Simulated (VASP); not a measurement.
# Mg2O (P4_2nm) in VASP: relaxation of cell and atoms with PBE

Aim: the relaxation of cell and atoms of Mg2O with PBE.

Program: VASP 6.6.1. These are calculated values, not measurements. Logs are shortened: lines on timing, memory, paths and dates and some standing lists are left out, and cuts for length are marked.

### 1 The cell of the first run

It takes space group P4_2nm (No. 102, tetragonal). Conventional cell: a = 4.575 Å, b = 4.575 Å, c = 4.343 Å, α = 90.00°, β = 90.00°, γ = 90.00°. Within 2.6 Å of Mg (site symmetry m) lie 2 O at 1.93 to 1.97 Å. Within 2.6 Å of O (site symmetry 2mm) lie 4 Mg at 1.93 to 1.97 Å.

### 2 Relaxation of cell and atoms, PBE

File INCAR:

```
  PREC = Accurate
  ENCUT = 600
  EDIFF = 1E-6
  ISMEAR = 0
  SIGMA = 0.1
  LREAL = False
  LASPH = True
  NELM = 80
  ALGO = Normal
  ISIF = 3
  LWAVE = False
  LCHARG = False
  GGA = PE
  IBRION = 2
  NSW = 90
  EDIFFG = -0.04
```

File KPOINTS:

```
Automatic mesh
0
Gamma
  4 4 4
```

File POSCAR:

```
Mg2O
1.0
    4.5749895638      0.0000000000      0.0000000000
    0.0000000000      4.5749895638      0.0000000000
    0.0000000000      0.0000000000      4.3431892413
Mg O
4 2
Direct
    0.2500000000      0.2500000000      0.4185288392
    0.7500000000      0.7500000000      0.4185288392
    0.7500000000      0.2500000000      0.9185288392
    0.2500000000      0.7500000000      0.9185288392
    0.5000000000      0.5000000000      0.1592561084
    0.0000000000      0.0000000000      0.6592561084
```

Potentials or basis: VASP PAW PBE potentials, release 64 (Mg, O).

Run with:

```bash
cat potpaw_PBE.64/Mg/POTCAR potpaw_PBE.64/O/POTCAR > POTCAR
mpirun -np 1 vasp_std > vasp.out
```

OUTCAR:

```text
PREC = Accurate
   ENCUT = 600
   EDIFF = 1E-6
   ISMEAR = 0
   LREAL = False
   LASPH = True
   NELM = 80
   ISIF = 3
   GGA = PE
   IBRION = 2
   NSW = 90
   EDIFFG = -0.04

 ion  position               nearest neighbor table
   1  0.250  0.250  0.419-   6 1.93   5 1.97   3 3.15   4 3.15   3 3.15   4 3.15   4 3.15   4 3.15
                             3 3.15   3 3.15   2 3.24   2 3.24   2 3.24   2 3.24
   2  0.750  0.750  0.419-   6 1.93   5 1.97   3 3.15   4 3.15   3 3.15   4 3.15   3 3.15   3 3.15
                             4 3.15   4 3.15   1 3.24   1 3.24   1 3.24   1 3.24
   3  0.750  0.250  0.919-   5 1.93   6 1.97   1 3.15   2 3.15   1 3.15   2 3.15   2 3.15   2 3.15
                             1 3.15   1 3.15   4 3.24   4 3.24   4 3.24   4 3.24
   4  0.250  0.750  0.919-   5 1.93   6 1.97   1 3.15   2 3.15   1 3.15   2 3.15   1 3.15   1 3.15
                             2 3.15   2 3.15   3 3.24   3 3.24   3 3.24   3 3.24
   5  0.500  0.500  0.159-   3 1.93   4 1.93   1 1.97   2 1.97
   6  0.000  0.000  0.659-   1 1.93   2 1.93   3 1.97   4 1.97

  LATTYP: Found a simple tetragonal cell.
 ALAT       =     4.5749895638
 C/A-ratio  =     0.9493331473

  Lattice vectors:

 A1 = (   4.5749895638,   0.0000000000,   0.0000000000)
 A2 = (   0.0000000000,   4.5749895638,   0.0000000000)
 A3 = (   0.0000000000,   0.0000000000,   4.3431892413)

Analysis of symmetry for initial positions (statically):
=====================================================================
 Subroutine PRICEL returns:
 Original cell was already a primitive cell.

 Routine SETGRP: Setting up the symmetry group for a
 simple tetragonal supercell.

 Subroutine GETGRP returns: Found  8 space group operations
 (whereof  4 operations were pure point group operations)
 out of a pool of 16 trial point group operations.

The static configuration has the point symmetry C_2v.
 The point group associated with its full space group is C_4v.

Analysis of symmetry for dynamics (positions and initial velocities):
=====================================================================
 Subroutine PRICEL returns:
 Original cell was already a primitive cell.

 Routine SETGRP: Setting up the symmetry group for a
 simple tetragonal supercell.

 Subroutine GETGRP returns: Found  8 space group operations
 (whereof  4 operations were pure point group operations)
 out of a pool of 16 trial point group operations.

The dynamic configuration has the point symmetry C_2v.
 The point group associated with its full space group is C_4v.

 Subroutine INISYM returns: Found  8 space group operations
 (whereof  4 operations are pure point group operations),
 and found     1 'primitive' translations

----------------------------------------------------------------------------------------

                                     Primitive cell

  volume of cell :      90.9053

  direct lattice vectors                    reciprocal lattice vectors
     4.574989564  0.000000000  0.000000000     0.218579734  0.000000000  0.000000000
     0.000000000  4.574989564  0.000000000     0.000000000  0.218579734  0.000000000
     0.000000000  0.000000000  4.343189241     0.000000000  0.000000000  0.230245551

  length of vectors
     4.574989564  4.574989564  4.343189241     0.218579734  0.218579734  0.230245551

  position of ions in fractional coordinates (direct lattice)
     0.250000000  0.250000000  0.418528839
     0.750000000  0.750000000  0.418528839
     0.750000000  0.250000000  0.918528839
     0.250000000  0.750000000  0.918528839
     0.500000000  0.500000000  0.159256108
     0.000000000  0.000000000  0.659256108

  ion indices of the primitive-cell ions
   primitive index   ion index
                 1           1
                 2           2
                 3           3
                 4           4
                 5           5
                 6           6

----------------------------------------------------------------------------------------

 KPOINTS: Automatic mesh

Automatic generation of k-mesh.
 Grid dimensions read from file:
 generate k-points for:    4    4    4

 Generating k-lattice:

  Cartesian coordinates                     Fractional coordinates (reciprocal lattice)
     0.054644933  0.000000000  0.000000000     0.250000000  0.000000000  0.000000000
     0.000000000  0.054644933  0.000000000     0.000000000  0.250000000  0.000000000
     0.000000000  0.000000000  0.057561388     0.000000000  0.000000000  0.250000000

  Length of vectors
     0.054644933  0.054644933  0.057561388

  Shift w.r.t. Gamma in fractional coordinates (k-lattice)
     0.000000000  0.000000000  0.000000000

 Subroutine IBZKPT returns following result:
 ===========================================

 Found     18 irreducible k-points:

 Following reciprocal coordinates:
            Coordinates               Weight
  0.000000  0.000000  0.000000      1.000000
  0.250000  0.000000  0.000000      4.000000
  0.500000  0.000000  0.000000      2.000000
  0.250000  0.250000  0.000000      4.000000
  0.500000  0.250000  0.000000      4.000000
  0.500000  0.500000  0.000000      1.000000
[... 10 lines left out ...]
  0.500000  0.250000  0.500000      4.000000
  0.500000  0.500000  0.500000      1.000000
   k-points           NKPTS =     18   k-points in BZ     NKDIM =     18   number of bands    NBANDS=     14
   number of dos      NEDOS =    301   number of ions     NIONS =      6
   total plane-waves  NPLWV =  57600
   dimension x,y,z NGX =    40 NGY =   40 NGZ =   36
   dimension x,y,z NGXF=    80 NGYF=   80 NGZF=   72
   ions per type =               4   2
   NGX,Y,Z   is equivalent  to a cutoff of  14.54, 14.54, 13.78 a.u.
   NGXF,Y,Z  is equivalent  to a cutoff of  29.07, 29.07, 27.56 a.u.
 SYSTEM =  unknown system
   PREC   = accura    normal or accurate (medium, high low for compatibility)
   ISTART =      0    job   : 0-new  1-cont  2-samecut
   ICHARG =      2    charge: 1-file 2-atom 10-const
   ISPIN  =      1    spin polarized calculation?
   LNONCOLLINEAR =      F non collinear calculations
   LSORBIT =      F    spin-orbit coupling
   LASPH  =      T    aspherical Exc in radial PAW
   ENCUT  =  600.0 eV  44.10 Ry    6.64 a.u.   9.14  9.14  8.67*2*pi/ulx,y,z
   NELM   =     80;   NELMIN=  2; NELMDL= -5     # of ELM steps
   EDIFF  = 0.1E-05   stopping-criterion for ELM
   LREAL  =      F    real-space projection
   EDIFFG = -.4E-01   stopping-criterion for IOM
   NSW    =     90    number of steps for IOM
   IBRION =      2    ionic relax: 0-MD 1-quasi-New 2-CG
   NFREE  =      1    steps in history (QN), initial steepest desc. (CG)
   ISIF   =      3    stress and relaxation
   ISYM   =      2    0-nonsym 1-usesym 2-fastsym
   POTIM  = 0.5000    time-step for ionic-motion
   TEBEG  =    0.0;   TEEND  =   0.0 temperature during run
   PSTRESS=    0.0 pullay stress
   NELECT =      20.0000    total number of electrons
   NUPDOWN=      -1.0000    fix difference up-down
   EMIN   =  10.00;   EMAX   =-10.00  energy-range for DOS
   EFERMI =   0.00;   METHOD = LEGACY
   ISMEAR =     0;   SIGMA  =   0.10  broadening in eV -4-tet -1-fermi 0-gaus
   EFERMI_NEDOS =   21; number of points for ismear=-14 and -15
   IALGO  =     38    algorithm
   IMIX   =      4    mixing-type and parameters
     AMIX     =   0.40;   BMIX     =  1.00
     AMIX_MAG =   1.60;   BMIX_MAG =  1.00
  volume/ion in A,a.u.               =      15.15       102.24
  Fermi-wavevector in a.u.,A,eV,Ry     =   0.988299  1.867615 13.289295  0.976736
  Thomas-Fermi vector in A             =   2.119816
   LORBIT       =      0    0 simple, 1 ext, 2 COOP (PROOUT), +10 PAW based schemes
   GGA     = PE    functional components
   LHFCALC =     F    Hartree Fock is set to
   AEXX    =    0.0000 exact exchange contribution
   IVDW    =     0    specifies the selected vdW correction
   LEPSILON=     F    determine dielectric tensor
   LRPA    =     F    only Hartree local field effects (RPA)
 conjugate gradient relaxation of ions
 non-spin polarized calculation
 Gauss-broadening in eV      SIGMA  =   0.10
  energy-cutoff  :      600.00
  volume of cell :       90.91
 maximum number of plane-waves:      3056
 NGX is ok and might be reduce to    40
   NGX = 19   NGY = 19   NGZ = 17

--------------------------------------- Ionic step        1  -------------------------------------------

 number of electron      19.9999995 magnetization

 Free energy of the ion-electron system (eV)
  ---------------------------------------------------
  ext. energy  EPLUGINS =         0.00000000
  ---------------------------------------------------
  free energy    TOTEN  =       -23.01193147 eV

  energy without entropy =      -22.99553627  energy(sigma->0) =      -23.00373387

------------------------ aborting loop because EDIFF is reached ----------------------------------------

  FORCE on cell =-STRESS in cart. coord.  units (eV):
  Direction    XX          YY          ZZ          XY          YZ          ZX
  --------------------------------------------------------------------------------------
  -------------------------------------------------------------------------------------
  Total        6.5680821      6.5680821      4.8496529      0.0000000      0.0000000      0.0000000
  in kB      115.7604445    115.7604445     85.4736536      0.0000000      0.0000000      0.0000000
  external PRESSURE =     105.6648476 kB  Pullay stress =       0.0000000 kB
[... 101 lines left out ...]
  FREE ENERGIE OF THE ION-ELECTRON SYSTEM (eV)
  ---------------------------------------------------
  free  energy   TOTEN  =       -23.3971938313 eV

  energy  without entropy=      -23.3837617318  energy(sigma->0) =      -23.39047778

[... ionic steps 4 to 17 ...]

--------------------------------------- Ionic step       18  -------------------------------------------

 number of electron      20.0000006 magnetization

------------------------ aborting loop because EDIFF is reached ----------------------------------------

  FORCE on cell =-STRESS in cart. coord.  units (eV):
  Direction    XX          YY          ZZ          XY          YZ          ZX
  --------------------------------------------------------------------------------------
  -------------------------------------------------------------------------------------
  Total        0.1143234      0.1143234      0.0934376      0.0000000      0.0000000      0.0000000
  in kB        1.9368446      1.9368446      1.5830021      0.0000000      0.0000000      0.0000000
  external PRESSURE =       1.8188971 kB  Pullay stress =       0.0000000 kB
[... 65 lines left out ...]
  energy  without entropy=      -23.8695694769  energy(sigma->0) =      -23.86957357

--------------------------------------- Ionic step       20  -------------------------------------------

 number of electron      20.0000005 magnetization

 Free energy of the ion-electron system (eV)
  ---------------------------------------------------
  ext. energy  EPLUGINS =         0.00000000
  ---------------------------------------------------
  free energy    TOTEN  =       -23.87063889 eV

  energy without entropy =      -23.87063101  energy(sigma->0) =      -23.87063495

 E-fermi :   3.7462     XC(G=0):  -9.1713

 val. band max:        3.4840410634   @ k =   0.5000   0.2500   0.5000
 cond. band min:       3.9939082675   @ k =   0.5000   0.5000   0.5000
 fundamental gap:      0.5098672041
 Fermi energy:         3.7462052237

 k-point     1 :       0.0000    0.0000    0.0000
  band No.  band energies     occupation
      1     -15.4685      2.00000
      2     -15.2174      2.00000
      3      -2.2348      2.00000
      4      -2.2348      2.00000
      5      -1.1172      2.00000
      6      -1.1172      2.00000
      7      -0.8573      2.00000
      8      -0.4892      2.00000
      9      -0.1529      2.00000
     10       1.9451      2.00000
     11       5.8513      0.00000
     12       6.2741      0.00000
     13       6.2741      0.00000
     14       8.2918      0.00000
[... 320 lines left out ...]
  FREE ENERGIE OF THE ION-ELECTRON SYSTEM (eV)
  ---------------------------------------------------
  free  energy   TOTEN  =       -23.8706388853 eV

  energy  without entropy=      -23.8706310053  energy(sigma->0) =      -23.87063495

 reached required accuracy - stopping structural energy minimisation
```

Run time: 5.4 min. Hardware: 1 thread of Intel Xeon Platinum 8488C (Sapphire Rapids), shared host; peak memory 0.24 GiB.

What came out:

```yaml
Free_energy: -23.8706 eV
Relaxed_volume: 15.80 Å³/atom
Relaxed_cell: a = 5.211 Å, b = 5.211 Å, c = 3.491 Å, α = 90.00°, β = 90.00°, γ = 90.00°
Space_group_after_relaxing_to_0.05_Å: P4_2nm (No. 102)
Energy_gained_by_relaxing: 143.1 meV/atom
Ionic_steps: 20
Pressure_after_relaxing: 0.0 GPa
Largest_force_after_relaxing: 0.014 eV/Å
Band_gap_on_the_k_mesh: zero (band 10 reaches 3.99 eV, above the bottom of band 11 at 3.06 eV)
```

Forces on the atoms (eV/Å):
```
Mg   0.001  0.001 -0.007
Mg  -0.001 -0.001 -0.007
Mg   0.001 -0.001 -0.007
Mg  -0.001  0.001 -0.007
O    0.000  0.000  0.014
O    0.000  0.000  0.014
```

The path:
```csv
step,energy change (eV),largest force (eV/Å),pressure (GPa),volume (Å³)
1,0.0000,0.3625,10.57,90.91
2,-0.3814,0.0499,-0.95,104.69
3,-0.3853,0.0354,-0.07,103.24
4,-0.3852,0.0378,-0.24,103.50
5,-0.3940,0.0337,-0.29,103.45
6,-0.4298,0.0208,-0.40,103.27
7,-0.5372,0.0090,-0.76,102.70
8,-0.7529,0.0707,-1.72,100.79
9,-0.3975,0.2086,-2.64,93.57
10,-0.7971,0.1249,-2.02,99.95
11,-0.8231,0.1389,-2.38,98.83
12,-0.8298,0.1350,-2.15,98.22
13,-0.8355,0.1298,-1.95,97.41
14,-0.8345,0.1194,-1.42,95.76
15,-0.8372,0.1257,-1.74,96.72
16,-0.8451,0.1167,-1.31,96.23
17,-0.8563,0.0882,-0.15,94.93
18,-0.8569,0.0790,0.18,94.57
19,-0.8576,0.0603,0.13,94.62
20,-0.8587,0.0144,0.02,94.78
```

Final structure:
```yaml
crystal:
  lattice:
    - [5.21066, 0.00000, 0.00000]
    - [0.00000, 5.21066, 0.00000]
    - [0.00000, 0.00000, 3.49068]
  atoms:
    - { symbol: Mg, position: [0.24667, 0.24667, 0.41024] }
    - { symbol: Mg, position: [0.75333, 0.75333, 0.41024] }
    - { symbol: Mg, position: [0.74667, 0.25333, 0.91024] }
    - { symbol: Mg, position: [0.25333, 0.74667, 0.91024] }
    - { symbol: O, position: [0.50000, 0.50000, 0.17584] }
    - { symbol: O, position: [0.00000, 0.00000, 0.67583] }
```

Levels at points of the mesh, in eV from the Fermi level:
```
           k point  band 7  band 8  band 9  band 10  band 11  band 12  band 13  band 14
(0.00, 0.00, 0.00)   -4.60   -4.24   -3.90    -1.80     2.11     2.53     2.53     4.55
(0.50, 0.00, 0.00)   -4.06   -4.06   -2.03    -2.03     1.75     1.75     2.92     2.92
(0.50, 0.50, 0.00)   -4.06   -4.06   -0.82    -0.82    -0.69    -0.69     5.45     5.45
(0.00, 0.00, 0.50)   -5.05   -5.05   -0.59    -0.59     1.04     1.04     2.44     2.44
(0.50, 0.00, 0.50)   -4.91   -4.91   -0.81    -0.81     0.88     0.88     2.89     2.89
(0.50, 0.50, 0.50)   -5.33   -5.33    0.25     0.25     0.52     0.52     2.18     3.08
```

Caveat: the k points lie up to 0.45 Å⁻¹ apart in the final cell.
